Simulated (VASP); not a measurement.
A run of VASP 6.6.1 is set up as follows.

INCAR

```
SYSTEM = Co3W2
PREC = Accurate
ENCUT = 520
EDIFF = 1E-6
ISMEAR = 0
SIGMA = 0.1
LREAL = .False.
LASPH = .True.
NELM = 150
ALGO = Normal
ISIF = 2
LWAVE = .False.
LCHARG = .False.
ISPIN = 2
MAGMOM = 3 3 3 3 3 3 0 0 0 0
LORBIT = 11
LMAXMIX = 4
GGA = PE
NBANDS = 70
```

File KPOINTS:

```
regular mesh
0
Gamma
  6 6 1
  0 0 0
```

Contents of POSCAR:

```
Co3W2
1.0
    2.7056265700      0.0000000000      0.0000000000
   -1.3528132800      2.3431413400      0.0000000000
    0.0000000000      0.0000000000     20.8352981100
Co W
6 4
Direct
    0.3333333300      0.6666666700      0.8000000000
    0.3333333300      0.6666666700      0.2000000000
    0.3333333300      0.6666666700      0.4000000000
    0.3333333300      0.6666666700      0.6000000000
    0.6666666700      0.3333333300      0.3000000000
    0.6666666700      0.3333333300      0.7000000000
    0.3333333300      0.6666666700      0.0000000000
    0.6666666700      0.3333333300      0.9000000000
    0.6666666700      0.3333333300      0.1000000000
    0.6666666700      0.3333333300      0.5000000000
```

Potentials or basis: VASP PAW PBE potentials, release 64 (Co, W_sv).

Command:

```bash
$ cat potpaw_PBE.64/Co/POTCAR potpaw_PBE.64/W_sv/POTCAR > POTCAR
$ mpirun -np 1 vasp_std > vasp.out
```

(1) What does it give for the net moment?

(2) Estimate the largest force.

Answers

(1) 7.90 μB per cell.

(2) 4.332 eV/Å.

Caveat: the k points lie up to 0.45 Å⁻¹ apart; forces of over 1 eV/Å act on the atoms, so gaps and moduli don't describe the material at rest.
